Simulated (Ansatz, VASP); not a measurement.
WSe2 in VASP and in Ansatz

```
W Se
1.0
     3.46834    0.00000    0.00000
    -1.73417    3.00367    0.00000
     0.00000    0.00000    7.55714
W Se
1 2
Direct
  0.00000 0.00000 0.00000
  0.33333 0.66667 0.21327
  0.33333 0.66667 0.78673
```

Change from the starting cell: hydrostatic strain +5.2%.

Alike in both runs: task single point; functional PBE; k mesh 12 × 12 × 4; occupations fermi-dirac, width 0.02 eV; no spin polarisation.

|  | VASP | Ansatz |
| --- | --- | --- |
| version | VASP 6.6.1 | Ansatz 0.2.0 |
| potentials or method | VASP PAW PBE potentials, release 64 (W_sv, Se) | plane waves, PAW |
| plane-wave cutoff (eV) | 520 | 420 |
| valence electrons in the cell | 26 | 46 |

|  | VASP | Ansatz | Ansatz less VASP |
| --- | --- | --- | --- |
| pressure (GPa) | -3.5 | -3.7 | -0.20 |
| traceless stress, the component that is largest in VASP (GPa) | 5.57 | 5.53 | -0.042 |
| rms of the force components (eV/Å) | 0.137 | 0.119 | -0.0182 |

Atom by atom the forces differ by 0.018 eV/Å (rms over components). VASP's potentials hold 26 valence electrons a cell and Ansatz's 46, so a difference there can come from the potentials and not from the codes.

Spin-orbit coupling is off throughout.
